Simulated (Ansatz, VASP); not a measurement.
**Two plane-wave programs on ZrB2**

```
Zr B
1.0
    -1.72922    1.72922    3.16371
     1.72922   -1.72922    3.16371
     1.72922    1.72922   -3.16371
Zr B
1 2
Direct
  0.00000 0.00000 0.00000
  0.62297 0.62297 0.00000
  0.37703 0.37703 0.00000
```

Alike in both runs: functional PBE; k mesh 8 × 8 × 8; occupations gaussian, width 0.1 eV; no spin polarisation.

Ansatz relaxed the structure, and its values are those at the end. VASP's run is a single point on that final structure, the one shown.

|  | VASP | Ansatz |
| --- | --- | --- |
| version | VASP 6.6.1 | Ansatz 0.2.0 |
| potentials or method | VASP PAW PBE potentials, release 64 (Zr_sv, B), cutoff 520 eV | scalar-relativistic, plane waves, PAW |
| valence electrons in the cell | 18 | 18 |

Ansatz gave:

| Item | Value |
| --- | --- |
| gap on the k mesh at the Fermi level (eV) | none |
| pressure (GPa) | 0.1 |
| rms of the force components (eV/Å) | 0.001 |

Which values does VASP return?

gap on the k mesh at the Fermi level (eV): none; pressure (GPa): 0.2; rms of the force components (eV/Å): 0.010.

A gap of «none» marks a metal or a gap that the smearing closes. With one functional, cell and mesh, what is left measures potentials, basis and numerics.
